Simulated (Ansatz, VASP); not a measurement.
Two plane-wave programs on Co

```
Co
1.0
     2.50710    0.00000    0.00000
    -1.25355    2.17121    0.00000
     0.00000    0.00000    4.06860
Co
2
Direct
  0.33333 0.66667 0.25000
  0.66667 0.33333 0.75000
```

Alike in both runs: task relaxation of cell and atoms; functional revPBE; k mesh 14 × 14 × 8; occupations fermi-dirac, width 0.05 eV; collinear spin.

|  | VASP | Ansatz |
| --- | --- | --- |
| version | VASP 6.6.1 | Ansatz 0.2.0 |
| potentials or method | VASP PAW PBE potentials, release 64 (Co), cutoff 600 eV | plane waves (420 eV) with PAW, scalar-relativistic |
| valence electrons in the cell | 18 | 34 |

```tsv
	VASP	Ansatz	Ansatz less VASP
net moment per atom (μB)	0.00	1.64	+1.638
size of the moment on the site where the two differ most (μB)	0.87	1.72	+0.852
relaxed volume (Å³/atom)	10.68	11.09	+0.410
relaxed cell length with the largest relative difference (Å)	2.479	2.512	+0.0330
```

The net moments are unlike, so the other rows may belong to different states. VASP's potentials were made for PBE, not for revPBE. Site moments also hang on the region over which each program counts them. VASP's potentials hold 18 valence electrons a cell and Ansatz's 34, so a difference there can come from the potentials and not from the codes. Ansatz's warnings: seeded moment not kept.
